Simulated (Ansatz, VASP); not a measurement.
## One calculation of C, two programs

```
CELL_PARAMETERS angstrom
-2.45766 0.00000 0.00000
0.00000 0.00000 -3.52948
0.00000 -4.25679 0.00000
ATOMIC_POSITIONS crystal
C 0.50000 0.00000 0.18429
C 0.00000 0.00000 0.65610
C 0.00000 0.00000 0.31571
C 0.50000 0.00000 0.84390
```

Change from the starting cell: mode 8 frozen in at -0.060 Å and mode 12 at -0.015 Å (largest displacements).

Alike in both runs: task single point; functional PBEsol; dispersion D3(BJ); k mesh 18 × 12 × 10; occupations gaussian, width 0.15 eV; no spin polarisation.

|  | VASP | Ansatz |
| --- | --- | --- |
| version | VASP 6.6.1 | Ansatz 0.2.0 |
| potentials or method | VASP PAW PBE potentials, release 64 (C), cutoff 600 eV | scalar-relativistic, plane waves, PAW |
| valence electrons in the cell | 16 | 16 |

|  | VASP | Ansatz | Ansatz less VASP |
| --- | --- | --- | --- |
| gap on the k mesh at the Fermi level (eV) | none | none | - |
| pressure (GPa) | 3.1 | 2.8 | -0.25 |
| traceless stress, the component that is largest in VASP (GPa) | 9.45 | 9.15 | -0.303 |
| rms of the force components (eV/Å) | 2.912 | 2.918 | +0.0061 |

VASP's potentials were made for PBE, not for PBEsol, and Ansatz warns of the same on its side. Atom by atom the forces differ by 0.006 eV/Å (rms over components). A gap of «none» marks a metal or a gap that the smearing closes.
